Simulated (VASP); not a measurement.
# HgTe (F-43m) in VASP: further runs, part 2 of 2

VASP 6.6.1. The steps go on from the part before.

### Step 3. Single point, LDA

This run uses another cell than the first one, of 35.21 Å³/atom.

The input, INCAR:

```
SYSTEM = HgTe
  PREC = Accurate
  ENCUT = 520
  EDIFF = 1E-6
  ISMEAR = -1
  SIGMA = 0.05
  LREAL = .False.
  LASPH = .True.
  NELM = 60
  ALGO = Normal
  ISIF = 2
  LWAVE = .False.
  LCHARG = .False.
  GGA = CA
  NBANDS = 16
```

The input, KPOINTS:

```
regular mesh
0
Gamma
  7 7 7
  0 0 0
```

The input, POSCAR:

```
HgTe
1.0
    0.0000000000      3.2775454177      3.2775454177
    3.2775454177      0.0000000000      3.2775454177
    3.2775454177      3.2775454177      0.0000000000
Hg Te
1 1
Direct
    0.0000000000      0.0000000000      0.0000000000
    0.7500000000      0.7500000000      0.7500000000
```

Potentials or basis: VASP PAW LDA potentials, release 64 (Hg, Te).

Run with:

```bash
> cat potpaw_LDA.64/Hg/POTCAR potpaw_LDA.64/Te/POTCAR > POTCAR
> mpirun -np 1 vasp_std > vasp.out
```

OUTCAR:

```text
SYSTEM = HgTe
   PREC = Accurate
   ENCUT = 520
   EDIFF = 1E-6
   ISMEAR = -1
   LREAL = .False.
   LASPH = .True.
   NELM = 60
   ISIF = 2
   GGA = CA

 ion  position               nearest neighbor table
   1  0.000  0.000  0.000-   2 2.84   2 2.84   2 2.84   2 2.84
   2  0.750  0.750  0.750-   1 2.84   1 2.84   1 2.84   1 2.84

  LATTYP: Found a face centered cubic cell.
 ALAT       =     6.5550908354

  Lattice vectors:

 A1 = (   0.0000000000,   3.2775454177,   3.2775454177)
 A2 = (   3.2775454177,   0.0000000000,   3.2775454177)
 A3 = (   3.2775454177,   3.2775454177,   0.0000000000)

Analysis of symmetry for initial positions (statically):
=====================================================================
 Subroutine PRICEL returns:
 Original cell was already a primitive cell.

 Routine SETGRP: Setting up the symmetry group for a
 face centered cubic supercell.

 Subroutine GETGRP returns: Found 24 space group operations
 (whereof 24 operations were pure point group operations)
 out of a pool of 48 trial point group operations.

The static configuration has the point symmetry T_d .

Analysis of symmetry for dynamics (positions and initial velocities):
=====================================================================
 Subroutine PRICEL returns:
 Original cell was already a primitive cell.

 Routine SETGRP: Setting up the symmetry group for a
 face centered cubic supercell.

 Subroutine GETGRP returns: Found 24 space group operations
 (whereof 24 operations were pure point group operations)
 out of a pool of 48 trial point group operations.

The dynamic configuration has the point symmetry T_d .

 Subroutine INISYM returns: Found 24 space group operations
[... 103 lines left out ...]
   NELECT =      18.0000    total number of electrons
   NUPDOWN=      -1.0000    fix difference up-down
   EMIN   =  10.00;   EMAX   =-10.00  energy-range for DOS
   EFERMI =   0.00;   METHOD = LEGACY
   ISMEAR =    -1;   SIGMA  =   0.05  broadening in eV -4-tet -1-fermi 0-gaus
   EFERMI_NEDOS =   21; number of points for ismear=-14 and -15
   IALGO  =     38    algorithm
   IMIX   =      4    mixing-type and parameters
     AMIX     =   0.40;   BMIX     =  1.00
     AMIX_MAG =   1.60;   BMIX_MAG =  1.00
  volume/ion in A,a.u.               =      35.21       237.60
  Fermi-wavevector in a.u.,A,eV,Ry     =   1.038979  1.963386 14.687193  1.079478
  Thomas-Fermi vector in A             =   2.173489
   LORBIT       =      0    0 simple, 1 ext, 2 COOP (PROOUT), +10 PAW based schemes
   GGA     = CA    functional components
   LHFCALC =     F    Hartree Fock is set to
   AEXX    =    0.0000 exact exchange contribution
   IVDW    =     0    specifies the selected vdW correction
   LEPSILON=     F    determine dielectric tensor
   LRPA    =     F    only Hartree local field effects (RPA)
 non-spin polarized calculation
  energy-cutoff  :      520.00
  volume of cell :       70.42
 maximum number of plane-waves:      1917
   NGX = 17   NGY = 17   NGZ = 17

 number of electron      18.0000002 magnetization

 Free energy of the ion-electron system (eV)
  ---------------------------------------------------
  ext. energy  EPLUGINS =         0.00000000
  ---------------------------------------------------
  free energy    TOTEN  =        -5.01110655 eV

  energy without entropy =       -5.01035811  energy(sigma->0) =       -5.01073233

 E-fermi :   2.5078     XC(G=0):  -8.9166

 val. band max:        2.4637655618   @ k =   0.0000   0.0000   0.0000
 cond. band min:       3.0794633287   @ k =   0.4286   0.0000   0.0000
 fundamental gap:      0.6156977669
 Fermi energy:         2.5078456058

 k-point     1 :       0.0000    0.0000    0.0000
  band No.  band energies     occupation
      1      -9.2846      2.00000
      2      -4.6747      2.00000
      3      -4.6747      2.00000
      4      -4.6747      2.00000
      5      -4.1917      2.00000
      6      -4.1917      2.00000
[... 357 lines left out ...]
      3      -4.4382      2.00000
      4      -4.2530      2.00000
      5      -4.2008      2.00000
      6      -3.6962      2.00000
[... 8 lines left out ...]
     15      12.3494      0.00000
     16      13.9491      0.00000

------------------------ aborting loop because EDIFF is reached ----------------------------------------

  FORCE on cell =-STRESS in cart. coord.  units (eV):
  Direction    XX          YY          ZZ          XY          YZ          ZX
  --------------------------------------------------------------------------------------
  -------------------------------------------------------------------------------------
  Total       -0.9013617     -0.9013617     -0.9013617      0.0000000      0.0000000      0.0000000
  in kB      -20.5084831    -20.5084831    -20.5084831      0.0000000      0.0000000      0.0000000
  external PRESSURE =     -20.5084831 kB  Pullay stress =       0.0000000 kB

 VOLUME and BASIS-vectors are now :
 -----------------------------------------------------------------------------
  energy-cutoff  :      520.00
  volume of cell :       70.42
      direct lattice vectors                 reciprocal lattice vectors
     0.000000000  3.277545418  3.277545418    -0.152553187  0.152553187  0.152553187
     3.277545418  0.000000000  3.277545418     0.152553187 -0.152553187  0.152553187
     3.277545418  3.277545418  0.000000000     0.152553187  0.152553187 -0.152553187

 POSITION                                       TOTAL-FORCE (eV/Angst)
 -----------------------------------------------------------------------------------
      0.00000      0.00000      0.00000        -0.000000     -0.000000     -0.000000
      4.91632      4.91632      4.91632         0.000000      0.000000      0.000000
 -----------------------------------------------------------------------------------
    total drift:                                0.000000      0.000000      0.000000

  FREE ENERGIE OF THE ION-ELECTRON SYSTEM (eV)
  ---------------------------------------------------
  free  energy   TOTEN  =        -5.0111065481 eV

  energy  without entropy=       -5.0103581096  energy(sigma->0) =       -5.01073233
```

OSZICAR:

```text
N       E                     dE             d eps       ncg     rms          rms(c)
DAV:   1     0.105721614422E+03    0.10572E+03   -0.78958E+03   640   0.966E+02
DAV:   2    -0.126078828484E+01   -0.10698E+03   -0.99551E+02   704   0.227E+02
DAV:   3    -0.519586234756E+01   -0.39351E+01   -0.39220E+01   800   0.452E+01
DAV:   4    -0.523288930507E+01   -0.37027E-01   -0.37024E-01   904   0.399E+00
DAV:   5    -0.523297171539E+01   -0.82410E-04   -0.82410E-04   912   0.189E-01    0.697E+00
DAV:   6    -0.502689078844E+01    0.20608E+00   -0.39071E-01   736   0.839E+00    0.561E+00
DAV:   7    -0.501410151840E+01    0.12789E-01   -0.83732E-02   784   0.197E+00    0.209E+00
DAV:   8    -0.501145786831E+01    0.26437E-02   -0.88979E-03   720   0.109E+00    0.481E-01
DAV:   9    -0.501110888367E+01    0.34898E-03   -0.65517E-04   808   0.276E-01    0.965E-02
DAV:  10    -0.501110541007E+01    0.34736E-05   -0.65064E-05   808   0.724E-02    0.472E-02
DAV:  11    -0.501110717388E+01   -0.17638E-05   -0.10659E-05   824   0.245E-02    0.169E-02
DAV:  12    -0.501110654814E+01    0.62574E-06   -0.16472E-06   608   0.880E-03
   1 F= -.50111065E+01 E0= -.50107323E+01  d E =-.748438E-03
```

stdout:

```text
POSCAR found type information on POSCAR HgTe
 POSCAR found :  2 types and       2 ions
 scaLAPACK will be used
 LDA part: xc-table for (Slater(with rela. corr.)+CA(PZ))
 , standard interpolation
 POSCAR, INCAR and KPOINTS ok, starting setup
 FFT: planning ... GRIDC
 FFT: planning ... GRID_SOFT
 FFT: planning ... GRID
 WAVECAR not read
 entering main loop
```

Run time: 33 s. Hardware: 1 thread of Intel Xeon 8259CL, shared host; peak memory 0.18 GiB.

Results:

```
Free energy            : -5.0111 eV
Pressure               : -2.1 GPa
Band gap on the k mesh : zero (filled and empty bands touch)
```

Caveat: semilocal functionals underestimate gaps, and a narrow one can read as zero; spin-orbit coupling is left out, which moves the levels of the heavy elements.

### Step 4. Single point, r2SCAN

This run uses another cell than the first one, of 31.89 Å³/atom.

The input, POSCAR:

```
HgTe
1.0
    0.0000000000      3.1710554852      3.1710554852
    3.1710554852      0.0000000000      3.1710554852
    3.1710554852      3.1710554852      0.0000000000
Hg Te
1 1
Direct
    0.0000000000      0.0000000000      0.0000000000
    0.7500000000      0.7500000000      0.7500000000
```

The input, INCAR.step1:

```
SYSTEM = HgTe
PREC = Accurate
ENCUT = 520
ISMEAR = -1
SIGMA = 0.05
LREAL = .False.
LASPH = .True.
NELM = 100
NBANDS = 16
GGA = PE
ALGO = Normal
EDIFF = 1E-4
LWAVE = .True.
LCHARG = .False.
```

The input, INCAR.step2:

```
SYSTEM = HgTe
PREC = Accurate
ENCUT = 520
EDIFF = 1E-7
ISMEAR = -1
SIGMA = 0.05
LREAL = .False.
LASPH = .True.
NELM = 100
ALGO = Normal
ISIF = 2
LWAVE = .False.
LCHARG = .False.
METAGGA = R2SCAN
LMIXTAU = .True.
NBANDS = 16
ISTART = 1
```

The input, KPOINTS:

```
Automatic mesh
0
Gamma
  7 7 7
  0 0 0
```

Potentials or basis: VASP PAW PBE potentials, release 64 (Hg, Te).

Run with:

```bash
> cat potpaw_PBE.64/Hg/POTCAR potpaw_PBE.64/Te/POTCAR > POTCAR
> cp INCAR.step1 INCAR
> mpirun -np 1 vasp_std > vasp.out
> cp INCAR.step2 INCAR
> mpirun -np 1 vasp_std > vasp.out
```

Run time: 3.1 min. Hardware: 1 thread of Intel Xeon 8259CL, shared host; peak memory 0.22 GiB.

The run converged. Its results:

* Free energy: -75.0400 eV
* Pressure: 5.8 GPa
* Band gap on the k mesh: zero (filled and empty bands touch)

Levels at points of the mesh, in eV from the Fermi level:
```
           k point  band 7  band 8  band 9  band 10  band 11  band 12
(0.00, 0.00, 0.00)   -0.29   -0.04   -0.04    -0.04     4.40     4.40
```

Caveat: the cell stands under pressure; semilocal functionals underestimate gaps, and a narrow one can read as zero; the PAW data sets were made with another functional, which shifts forces and pressure a little; spin-orbit coupling is left out, which moves the levels of the heavy elements.

### Step 5. Summary

| level | potentials or basis | cell | gap on the mesh (eV) | pressure (GPa) |
| --- | --- | --- | --- | --- |
| LDA | VASP PAW LDA potentials, release 64 (Hg, Te) | a = 4.576 Å, angles 60.0°, 2 atoms | none | -0.5 |
| LDA | VASP PAW LDA potentials, release 64 (Hg, Te) | a = 4.635 Å, angles 60.0°, 2 atoms | none | -2.1 |
| r2SCAN | VASP PAW PBE potentials, release 64 (Hg, Te) | a = 4.485 Å, angles 60.0°, 2 atoms | none | 5.8 |

Alike in all rows: task single point; no spin polarisation; k mesh 7 × 7 × 7; cutoff (eV) 520; smearing fermi-dirac 0.05 eV.

Caveats: semilocal functionals underestimate gaps, and a narrow one can read as zero; spin-orbit coupling is left out, which moves the levels of the heavy elements; the cell stands under pressure (at least some runs); the PAW data sets were made with another functional, which shifts forces and pressure a little (at least some runs).

Absolute energies hang on the potentials; compare differences alone.

The gap in the log of VASP goes by the Fermi energy; the results here count the filled bands.